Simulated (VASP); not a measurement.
Runs of VASP 6.6.1 on SnS2 (Berndtite-2T). The structure is that of space group P-3m1 (No. 164), or close to it. The cells are those of the table. 

| task | cell | gap on the mesh (eV) | pressure (GPa) | largest force (eV/Å) |
| --- | --- | --- | --- | --- |
| single point | a = 3.670, b = 3.670, c = 5.800 Å, angles 90.0, 90.0, 120.0°, 3 atoms | (a) | -0.1 | - |
| relaxation of cell and atoms | relaxed to 5 GPa from a = 3.639, b = 3.639, c = 5.868 Å, angles 90.0, 90.0, 120.0°, 3 atoms | 0.99 | 5.0 | - |
| single point | a = 3.503, b = 3.503, c = 4.928 Å, angles 90.0, 90.0, 120.0°, 3 atoms | (c) | 19.8 | 0.02 |
| single point | a = 3.572, b = 3.572, c = 5.157 Å, angles 90.0, 90.0, 120.0°, 3 atoms | 0.56 | 9.8 | 0.01 |
| relaxation of cell and atoms | relaxed from a = 3.639, b = 3.639, c = 5.868 Å, angles 90.0, 90.0, 120.0°, 3 atoms | 1.32 | 0.0 | - |
| relaxation of cell and atoms | relaxed to 10 GPa from a = 3.639, b = 3.639, c = 5.868 Å, angles 90.0, 90.0, 120.0°, 3 atoms | 0.57 | 10.0 | 0.01 |
| relaxation of cell and atoms | relaxed to 20 GPa from a = 3.639, b = 3.639, c = 5.868 Å, angles 90.0, 90.0, 120.0°, 3 atoms | (d) | 20.0 | 0.01 |
| single point | a = 3.615, b = 3.615, c = 5.356 Å, angles 90.0, 90.0, 120.0°, 3 atoms | 0.99 | (b) | 0.01 |

Alike in all rows: level PBE+D4; potentials or basis VASP PAW PBE potentials, release 64 (Sn_d, S); no spin polarisation; k mesh 6 × 6 × 4; cutoff (eV) 500; smearing gaussian 0.01 eV.

Problem. Fill in the values left out.

Solution. (a) 1.33; (b) 4.8; (c) 0.03; (d) 0.04.

Caveats: spin-orbit coupling is left out, which moves the levels of the heavy elements; the cell is relaxed towards a set pressure, so the enthalpy falls and the energy may rise (some runs).

A k mesh can miss the band edges, and the runs leave out spin-orbit coupling on Sn.
